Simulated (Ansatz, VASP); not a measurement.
**Ge2Sb2Te5: VASP beside Ansatz**

```xyz
9
Lattice="6.8085 -2.9976 0.0000 6.8698 3.1344 0.0000 -6.8310 -0.0683 6.8476" Properties=species:S:1:pos:R:3 pbc="T T T"
Te    5.4948    0.0549    2.6461
Te    9.5385    0.0954    1.3429
Te    0.0699    0.0007    0.0441
Te   -2.7069   -0.0271    5.5452
Te    1.3918    0.0139    4.0888
Sb    8.3181    0.0832    4.0255
Sb   -1.3207   -0.0132    2.8579
Ge    2.6055    0.0261    1.2862
Ge    6.7274    0.0673    0.0756
```

Alike in both runs: task single point; functional PBE; k mesh 4 × 4 × 3; occupations fermi-dirac, width 0.05 eV; no spin polarisation.

```csv
,VASP,Ansatz
version,VASP 6.6.1,Ansatz 0.2.0
potentials or method,"VASP PAW PBE potentials, release 64 (Te, Sb, Ge_d)",Ansatz PAW
plane-wave cutoff (eV),520,420
valence electrons in the cell,68,138
```

VASP gave:

```
gap on the k mesh at the Fermi level (eV)                     : none
pressure (GPa)                                                : -0.2
traceless stress, the component that is largest in VASP (GPa) : -0.29
rms of the force components (eV/Å)                            : 0.044
```

Which values does Ansatz return?

gap on the k mesh at the Fermi level (eV): none; pressure (GPa): -0.1; traceless stress, the component that is largest in VASP (GPa): -0.29; rms of the force components (eV/Å): 0.047.

Atom by atom the forces differ by 0.005 eV/Å (rms over components). A gap of «none» marks a metal or a gap that the smearing closes. VASP's potentials hold 68 valence electrons a cell and Ansatz's 138, so a difference there can come from the potentials and not from the codes.

Neither program's run includes spin-orbit coupling.
